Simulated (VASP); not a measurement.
# Ta (P6_3/mmc) in VASP: notebook

Runs on Ta. Level: r2SCAN. Tasks: single point.

All numbers are computed with VASP 6.6.1; they aren't measurements. Logs are shortened: lines on timing, memory, paths and dates and some standing lists are left out, and cuts for length are marked.

## (1) The cell of the first run

The structure is hexagonal, space group P6_3/mmc (No. 194). The conventional cell has a = 2.933 Å, b = 2.933 Å, c = 9.972 Å, α = 90.00°, β = 90.00°, γ = 120.00°. Within 3.9 Å of Ta (site symmetry -3m) lie 12 Ta at 2.93 to 3.01 Å. Ta (site symmetry -6m2) has 12 Ta at 2.93 to 3.01 Å within 3.9 Å.

## (2) Single point, r2SCAN

POSCAR reads:

```
Ta
1.0
    2.9330741685      0.0000000000      0.0000000000
   -1.4665370843      2.5401167411      0.0000000000
    0.0000000000      0.0000000000      9.9717457332
Ta
4
Direct
    0.0000000000      0.0000000000      0.0000000000
    0.0000000000      0.0000000000      0.5000000000
    0.3333333333      0.6666666667      0.2500000000
    0.6666666667      0.3333333333      0.7500000000
```

INCAR.step1 reads:

```
ALGO = Normal
EDIFF = 1E-4
ENCUT = 520
GGA = PE
ISMEAR = -1
LASPH = True
LCHARG = False
LREAL = False
LWAVE = True
NBANDS = 30
NELM = 100
PREC = Accurate
SIGMA = 0.1
```

INCAR.step2 reads:

```
ALGO = Normal
EDIFF = 1E-7
ENCUT = 520
ISIF = 2
ISMEAR = -1
ISTART = 1
LASPH = True
LCHARG = False
LMIXTAU = True
LREAL = False
LWAVE = False
METAGGA = R2SCAN
NBANDS = 30
NELM = 100
PREC = Accurate
SIGMA = 0.1
```

KPOINTS reads:

```
k-points
0
Gamma
  14 14 4
```

Potentials or basis: VASP PAW PBE potentials, release 64 (Ta_pv).

The run is started by

```bash
> cat potpaw_PBE.64/Ta_pv/POTCAR > POTCAR
> cp INCAR.step1 INCAR
> mpirun -np 1 vasp_std > vasp.out
> cp INCAR.step2 INCAR
> mpirun -np 1 vasp_std > vasp.out
```

OUTCAR:

```text
EDIFF = 1E-7
   ENCUT = 520
   ISIF = 2
   ISMEAR = -1
   ISTART = 1
   LASPH = True
   LREAL = False
   METAGGA = R2SCAN
   NELM = 100
   PREC = Accurate

 ion  position               nearest neighbor table
   1  0.000  0.000  0.000-   3 3.01   4 3.01   4 3.01   3 3.01   4 3.01   3 3.01
   2  0.000  0.000  0.500-   3 3.01   4 3.01   4 3.01   3 3.01   4 3.01   3 3.01
   3  0.333  0.667  0.250-   1 3.01   2 3.01   1 3.01   2 3.01   1 3.01   2 3.01
   4  0.667  0.333  0.750-   1 3.01   2 3.01   1 3.01   2 3.01   1 3.01   2 3.01

  LATTYP: Found a hexagonal cell.
 ALAT       =     2.9330741685
 C/A-ratio  =     3.3997591470

  Lattice vectors:

 A1 = (   2.9330741685,   0.0000000000,   0.0000000000)
 A2 = (  -1.4665370843,   2.5401167411,   0.0000000000)
 A3 = (   0.0000000000,   0.0000000000,   9.9717457332)

Analysis of symmetry for initial positions (statically):
=====================================================================
 Subroutine PRICEL returns:
 Original cell was already a primitive cell.

 Routine SETGRP: Setting up the symmetry group for a
 hexagonal supercell.

 Subroutine GETGRP returns: Found 24 space group operations
 (whereof 12 operations were pure point group operations)
 out of a pool of 24 trial point group operations.

The static configuration has the point symmetry D_3d.
 The point group associated with its full space group is D_6h.

Analysis of symmetry for dynamics (positions and initial velocities):
=====================================================================
 Subroutine PRICEL returns:
 Original cell was already a primitive cell.

 Routine SETGRP: Setting up the symmetry group for a
 hexagonal supercell.

 Subroutine GETGRP returns: Found 24 space group operations
 (whereof 12 operations were pure point group operations)
 out of a pool of 24 trial point group operations.

The dynamic configuration has the point symmetry D_3d.
 The point group associated with its full space group is D_6h.

 Subroutine INISYM returns: Found 24 space group operations
 (whereof 12 operations are pure point group operations),
 and found     1 'primitive' translations

----------------------------------------------------------------------------------------

                                     Primitive cell

  volume of cell :      74.2930

  direct lattice vectors                    reciprocal lattice vectors
     2.933074169  0.000000000  0.000000000     0.340939213  0.196841347  0.000000000
    -1.466537084  2.540116741  0.000000000     0.000000000  0.393682693  0.000000000
     0.000000000  0.000000000  9.971745733     0.000000000  0.000000000  0.100283343

  length of vectors
     2.933074169  2.933074169  9.971745733     0.393682693  0.393682693  0.100283343

  position of ions in fractional coordinates (direct lattice)
     0.000000000  0.000000000  0.000000000
     0.000000000  0.000000000  0.500000000
     0.333333333  0.666666667  0.250000000
     0.666666667  0.333333333  0.750000000

  ion indices of the primitive-cell ions
   primitive index   ion index
                 1           1
                 2           2
                 3           3
                 4           4

----------------------------------------------------------------------------------------

 KPOINTS: k-points

Automatic generation of k-mesh.
 Grid dimensions read from file:
 generate k-points for:   14   14    4

 Generating k-lattice:

  Cartesian coordinates                     Fractional coordinates (reciprocal lattice)
     0.024352801  0.014060096  0.000000000     0.071428571  0.000000000  0.000000000
     0.000000000  0.028120192  0.000000000     0.000000000  0.071428571  0.000000000
     0.000000000  0.000000000  0.025070836     0.000000000  0.000000000  0.250000000

  Length of vectors
     0.028120192  0.028120192  0.025070836

  Shift w.r.t. Gamma in fractional coordinates (k-lattice)
     0.000000000  0.000000000  0.000000000

 Subroutine IBZKPT returns following result:
 ===========================================

 Found     72 irreducible k-points:

 Following reciprocal coordinates:
            Coordinates               Weight
  0.000000  0.000000  0.000000      1.000000
  0.071429 -0.000000  0.000000      6.000000
  0.142857 -0.000000  0.000000      6.000000
  0.214286  0.000000  0.000000      6.000000
  0.285714 -0.000000  0.000000      6.000000
  0.357143 -0.000000  0.000000      6.000000
[... 16 lines left out ...]
  0.285714  0.285714  0.000000      6.000000
  0.357143  0.285714  0.000000      6.000000
 [... further k-points ...]
   k-points           NKPTS =     72   k-points in BZ     NKDIM =     72   number of bands    NBANDS=     30
   number of dos      NEDOS =    301   number of ions     NIONS =      4
   total plane-waves  NPLWV =  46080
   dimension x,y,z NGX =    24 NGY =   24 NGZ =   80
   dimension x,y,z NGXF=    48 NGYF=   48 NGZF=  160
   ions per type =               4
   NGX,Y,Z   is equivalent  to a cutoff of  13.60, 13.60, 13.34 a.u.
   NGXF,Y,Z  is equivalent  to a cutoff of  27.21, 27.21, 26.67 a.u.
 SYSTEM =  unknown system
   PREC   = accura    normal or accurate (medium, high low for compatibility)
   ISTART =      1    job   : 0-new  1-cont  2-samecut
   ICHARG =      0    charge: 1-file 2-atom 10-const
   ISPIN  =      1    spin polarized calculation?
   LNONCOLLINEAR =      F non collinear calculations
   LSORBIT =      F    spin-orbit coupling
   LASPH  =      T    aspherical Exc in radial PAW
   ENCUT  =  520.0 eV  38.22 Ry    6.18 a.u.   5.45  5.45 18.54*2*pi/ulx,y,z
   NELM   =    100;   NELMIN=  2; NELMDL=  0     # of ELM steps
   EDIFF  = 0.1E-06   stopping-criterion for ELM
   LREAL  =      F    real-space projection
   EDIFFG = 0.1E-05   stopping-criterion for IOM
   NSW    =      0    number of steps for IOM
   IBRION =     -1    ionic relax: 0-MD 1-quasi-New 2-CG
   NFREE  =      0    steps in history (QN), initial steepest desc. (CG)
   ISIF   =      2    stress and relaxation
   ISYM   =      2    0-nonsym 1-usesym 2-fastsym
   POTIM  = 0.5000    time-step for ionic-motion
   TEBEG  =    0.0;   TEEND  =   0.0 temperature during run
   PSTRESS=    0.0 pullay stress
   NELECT =      44.0000    total number of electrons
   NUPDOWN=      -1.0000    fix difference up-down
   EMIN   =  10.00;   EMAX   =-10.00  energy-range for DOS
   EFERMI =   0.00;   METHOD = LEGACY
   ISMEAR =    -1;   SIGMA  =   0.10  broadening in eV -4-tet -1-fermi 0-gaus
   EFERMI_NEDOS =   21; number of points for ismear=-14 and -15
   IALGO  =     38    algorithm
   IMIX   =      4    mixing-type and parameters
     AMIX     =   0.40;   BMIX     =  1.00
     AMIX_MAG =   1.60;   BMIX_MAG =  1.00
  volume/ion in A,a.u.               =      18.57       125.34
  Fermi-wavevector in a.u.,A,eV,Ry     =   1.374811  2.598017 25.716454  1.890106
  Thomas-Fermi vector in A             =   2.500204
   LORBIT       =      0    0 simple, 1 ext, 2 COOP (PROOUT), +10 PAW based schemes
   METAGGA = R2SCAN    functional components
   LHFCALC =     F    Hartree Fock is set to
   AEXX    =    0.0000 exact exchange contribution
   IVDW    =     0    specifies the selected vdW correction
   LEPSILON=     F    determine dielectric tensor
   LRPA    =     F    only Hartree local field effects (RPA)
 non-spin polarized calculation
  energy-cutoff  :      520.00
  volume of cell :       74.29
 maximum number of plane-waves:      2051
 NGX is ok and might be reduce to    24
   NGX = 11   NGY = 11   NGZ = 37

 number of electron      44.0000005 magnetization

 Free energy of the ion-electron system (eV)
  ---------------------------------------------------
  ext. energy  EPLUGINS =         0.00000000
  ---------------------------------------------------
  free energy    TOTEN  =      -193.34740797 eV

  energy without entropy =     -193.21569609  energy(sigma->0) =     -193.28155203

 E-fermi :   5.5440     XC(G=0): -13.5836

 val. band max:        5.5384780301   @ k =   0.1429  -0.0000   0.0000
 cond. band min:       5.5541263490   @ k =   0.3571   0.1429   0.0000
 fundamental gap:      0.0156483188
 Fermi energy:         5.5439737089

 k-point     1 :       0.0000    0.0000    0.0000
  band No.  band energies     occupation
      1     -30.3228      2.00000
      2     -29.8633      2.00000
      3     -29.8086      2.00000
      4     -29.3630      2.00000
      5     -29.3630      2.00000
      6     -29.3335      2.00000
[... 22 lines left out ...]
     29       8.7602      0.00000
     30       8.7602      0.00000

 k-point     2 :       0.0714   -0.0000    0.0000
  band No.  band energies     occupation
      1     -30.3050      2.00000
      2     -29.8629      2.00000
      3     -29.8105      2.00000
      4     -29.4127      2.00000
      5     -29.3769      2.00000
      6     -29.3741      2.00000
[... 22 lines left out ...]
     29       8.4101      0.00000
     30       8.5123      0.00000

 k-point     3 :       0.1429   -0.0000    0.0000
  band No.  band energies     occupation
      1     -30.2536      2.00000
      2     -29.8695      2.00000
      3     -29.8279      2.00000
      4     -29.5493      2.00000
      5     -29.4741      2.00000
      6     -29.4243      2.00000
[... 22 lines left out ...]
     29       7.7306      0.00000
     30       8.0509      0.00000

 k-point     4 :       0.2143    0.0000    0.0000
  band No.  band energies     occupation
      1     -30.1757      2.00000
      2     -29.9142      2.00000
      3     -29.9021      2.00000
      4     -29.7374      2.00000
      5     -29.6250      2.00000
      6     -29.5645      2.00000
[... 22 lines left out ...]
     29       8.0221      0.00000
     30       8.1483      0.00000

 k-point     5 :       0.2857   -0.0000    0.0000
  band No.  band energies     occupation
      1     -30.1089      2.00000
      2     -30.0411      2.00000
      3     -30.0194      2.00000
      4     -29.9265      2.00000
      5     -29.8425      2.00000
      6     -29.5968      2.00000
[... 22 lines left out ...]
     29       9.0821      0.00000
     30       9.2500      0.00000
[... 526 lines left out ...]
     29       9.3601      0.00000
     30      10.9088      0.00000

 k-point    22 :       0.3571    0.2143    0.0000
  band No.  band energies     occupation
      1     -30.2462      2.00000
      2     -30.2347      2.00000
      3     -30.1310      2.00000
      4     -30.0808      2.00000
      5     -29.8776      2.00000
      6     -29.8424      2.00000
[... 22 lines left out ...]
     29       9.8590      0.00000
     30      10.6612      0.00000

 k-point    23 :       0.2857    0.2857    0.0000
  band No.  band energies     occupation
      1     -30.1907      2.00000
      2     -30.1553      2.00000
      3     -30.1414      2.00000
      4     -30.0036      2.00000
      5     -29.9484      2.00000
      6     -29.9288      2.00000
[... 22 lines left out ...]
     29       9.4939      0.00000
     30      10.9140      0.00000

 k-point    24 :       0.3571    0.2857    0.0000
  band No.  band energies     occupation
      1     -30.1565      2.00000
      2     -30.1506      2.00000
      3     -30.0829      2.00000
      4     -30.0387      2.00000
      5     -30.0089      2.00000
      6     -29.9333      2.00000
[... 22 lines left out ...]
     29      10.0499      0.00000
     30      10.5325      0.00000

 [... further k-points ...]
[... 5 lines left out ...]
  --------------------------------------------------------------------------------------
  -------------------------------------------------------------------------------------
  Total        0.2511043      0.2511043      0.2165478     -0.0000000     -0.0000000     -0.0000000
  in kB        5.4152295      5.4152295      4.6699952     -0.0000000     -0.0000000     -0.0000000
  external PRESSURE =       5.1668181 kB  Pullay stress =       0.0000000 kB

 VOLUME and BASIS-vectors are now :
 -----------------------------------------------------------------------------
  energy-cutoff  :      520.00
  volume of cell :       74.29
      direct lattice vectors                 reciprocal lattice vectors
     2.933074169  0.000000000  0.000000000     0.340939213  0.196841347  0.000000000
    -1.466537084  2.540116741  0.000000000     0.000000000  0.393682693  0.000000000
     0.000000000  0.000000000  9.971745733     0.000000000  0.000000000  0.100283343

 POSITION                                       TOTAL-FORCE (eV/Angst)
 -----------------------------------------------------------------------------------
      0.00000      0.00000      0.00000        -0.000000      0.000000      0.000000
      0.00000      0.00000      4.98587        -0.000000      0.000000      0.000000
     -0.00000      1.69341      2.49294         0.000000     -0.000000      0.000000
      1.46654      0.84671      7.47881         0.000000     -0.000000     -0.000000
 -----------------------------------------------------------------------------------
    total drift:                               -0.000000      0.000000     -0.000000

  FREE ENERGIE OF THE ION-ELECTRON SYSTEM (eV)
  ---------------------------------------------------
  free  energy   TOTEN  =      -193.3474079689 eV

  energy  without entropy=     -193.2156960860  energy(sigma->0) =     -193.28155203
```

It took 12 min on 1 thread of Intel Xeon 6975P-C, shared host; peak memory 0.29 GiB.

Results:

* Free energy: -193.3474 eV
* Pressure: 0.5 GPa
* Band gap on the k mesh: zero (band 22 reaches 6.13 eV, above the bottom of band 23 at 4.96 eV)

Levels at points of the mesh, in eV from the Fermi level:
| k point | band 18 | band 19 | band 20 | band 21 | band 22 | band 23 | band 24 | band 25 | band 26 | band 27 |
| --- | --- | --- | --- | --- | --- | --- | --- | --- | --- | --- |
| (0.00, 0.00, 0.00) | -1.03 | -0.06 | 0.09 | 0.46 | 0.46 | 0.54 | 0.54 | 0.98 | 0.98 | 1.09 |
| (0.50, 0.00, 0.00) | -2.57 | -2.27 | -1.03 | -0.61 | 0.59 | 0.65 | 1.42 | 2.23 | 2.62 | 2.67 |
| (0.00, 0.00, 0.50) | -0.67 | -0.45 | -0.45 | 0.58 | 0.58 | 0.58 | 0.58 | 0.91 | 0.91 | 0.91 |
| (0.50, 0.00, 0.50) | -3.23 | -1.05 | -1.05 | 0.26 | 0.26 | 1.17 | 1.17 | 1.28 | 1.28 | 4.75 |

Caveat: the PAW data sets were made with another functional, which shifts forces and pressure a little; spin-orbit coupling is left out, which moves the levels of the heavy elements.

## (3) Single point, r2SCAN (volume scaled by 1.04)

POSCAR reads:

```
Ta
1.0
    2.9716716760      0.0000000000      0.0000000000
   -1.4858358380      2.5735431631      0.0000000000
    0.0000000000      0.0000000000     10.1029679620
Ta
4
Direct
    0.0000000000      0.0000000000      0.0000000000
    0.0000000000      0.0000000000      0.5000000000
    0.3333333333      0.6666666667      0.2500000000
    0.6666666667      0.3333333333      0.7500000000
```

INCAR.step1 reads:

```
ALGO = Normal
EDIFF = 1E-4
ENCUT = 520
GGA = PE
ISMEAR = -1
LASPH = T
LCHARG = F
LREAL = F
LWAVE = T
NBANDS = 30
NELM = 60
PREC = Accurate
SIGMA = 0.1
```

INCAR.step2 reads:

```
ALGO = Normal
EDIFF = 1E-7
ENCUT = 520
ISIF = 2
ISMEAR = -1
ISTART = 1
LASPH = T
LCHARG = T
LELF = T
LMIXTAU = T
LREAL = F
LVHAR = T
LWAVE = F
METAGGA = R2SCAN
NBANDS = 30
NELM = 60
PREC = Accurate
SIGMA = 0.1
```

KPOINTS is that of step 2.

Potentials or basis: VASP PAW PBE potentials, release 64 (Ta_pv).

The run is started by

```bash
> cat potpaw_PBE.64/Ta_pv/POTCAR > POTCAR
> cp INCAR.step1 INCAR
> mpirun -np 1 vasp_std > vasp.out
> cp INCAR.step2 INCAR
> mpirun -np 1 vasp_std > vasp.out
```

OUTCAR:

```text
EDIFF = 1E-7
   ENCUT = 520
   ISIF = 2
   ISMEAR = -1
   ISTART = 1
   LASPH = T
   LREAL = F
   METAGGA = R2SCAN
   NELM = 60
   PREC = Accurate

 ion  position               nearest neighbor table
   1  0.000  0.000  0.000-   3 3.05   4 3.05   3 3.05   4 3.05   4 3.05   3 3.05
   2  0.000  0.000  0.500-   3 3.05   4 3.05   3 3.05   4 3.05   4 3.05   3 3.05
   3  0.333  0.667  0.250-   1 3.05   2 3.05   1 3.05   2 3.05   1 3.05   2 3.05
   4  0.667  0.333  0.750-   1 3.05   2 3.05   1 3.05   2 3.05   1 3.05   2 3.05

  LATTYP: Found a hexagonal cell.
[... 987 lines left out ...]

 [... further k-points ...]
[... 5 lines left out ...]
  --------------------------------------------------------------------------------------
  -------------------------------------------------------------------------------------
  Total       -3.2855124     -3.2855124     -3.3548390      0.0000000     -0.0000000      0.0000000
  in kB      -68.1290654    -68.1290654    -69.5666367      0.0000000     -0.0000000      0.0000000
  external PRESSURE =     -68.6082558 kB  Pullay stress =       0.0000000 kB

 VOLUME and BASIS-vectors are now :
 -----------------------------------------------------------------------------
  energy-cutoff  :      520.00
  volume of cell :       77.26
      direct lattice vectors                 reciprocal lattice vectors
     2.971671676  0.000000000  0.000000000     0.336510930  0.194284676  0.000000000
    -1.485835838  2.573543163  0.000000000     0.000000000  0.388569352  0.000000000
     0.000000000  0.000000000 10.102967962     0.000000000  0.000000000  0.098980815

 POSITION                                       TOTAL-FORCE (eV/Angst)
 -----------------------------------------------------------------------------------
      0.00000      0.00000      0.00000         0.000000      0.000000      0.000000
      0.00000      0.00000      5.05148         0.000000      0.000000      0.000000
     -0.00000      1.71570      2.52574         0.000000     -0.000000      0.000000
      1.48584      0.85785      7.57723        -0.000000      0.000000     -0.000000
 -----------------------------------------------------------------------------------
    total drift:                               -0.000000      0.000000     -0.000000

  FREE ENERGIE OF THE ION-ELECTRON SYSTEM (eV)
  ---------------------------------------------------
  free  energy   TOTEN  =      -193.2868957418 eV

  energy  without entropy=     -193.1489799707  energy(sigma->0) =     -193.21793786
```

OUTCAR.step1:

```text
EDIFF = 1E-4
   ENCUT = 520
   GGA = PE
   ISMEAR = -1
   LASPH = T
[... 1022 lines left out ...]
      0.00000      0.00000      0.00000         0.000000      0.000000      0.000000
      0.00000      0.00000      5.05148         0.000000      0.000000      0.000000
     -0.00000      1.71570      2.52574        -0.000000     -0.000000     -0.000000
      1.48584      0.85785      7.57723         0.000000     -0.000000      0.000000
 -----------------------------------------------------------------------------------
    total drift:                               -0.000000      0.000000     -0.000000

  FREE ENERGIE OF THE ION-ELECTRON SYSTEM (eV)
  ---------------------------------------------------
  free  energy   TOTEN  =       -46.2866600285 eV

  energy  without entropy=      -46.1316577267  energy(sigma->0) =      -46.20915888
```

Wall time 13 min (1 thread of Intel Xeon 6975P-C, shared host); peak memory 0.29 GiB.

What came out:

- Free energy: -193.2869 eV
- Pressure: -6.9 GPa
- Band gap on the k mesh: zero (band 22 reaches 5.82 eV, above the bottom of band 23 at 4.66 eV)

Levels at points of the mesh, in eV from the Fermi level:
```
           k point  band 18  band 19  band 20  band 21  band 22  band 23  band 24  band 25  band 26  band 27
(0.00, 0.00, 0.00)    -0.98    -0.03    -0.03     0.48     0.48     0.54     0.54     0.97     0.97     1.07
(0.50, 0.00, 0.00)    -2.47    -2.16    -0.96    -0.65     0.55     0.66     1.27     2.03     2.54     2.58
(0.00, 0.00, 0.50)    -0.72    -0.41    -0.41     0.59     0.59     0.59     0.59     0.90     0.90     0.90
(0.50, 0.00, 0.50)    -3.06    -1.00    -1.00     0.19     0.19     1.15     1.15     1.16     1.16     4.55
```

Caveat: the PAW data sets were made with another functional, which shifts forces and pressure a little; spin-orbit coupling is left out, which moves the levels of the heavy elements.

[end of part 1 of 2]
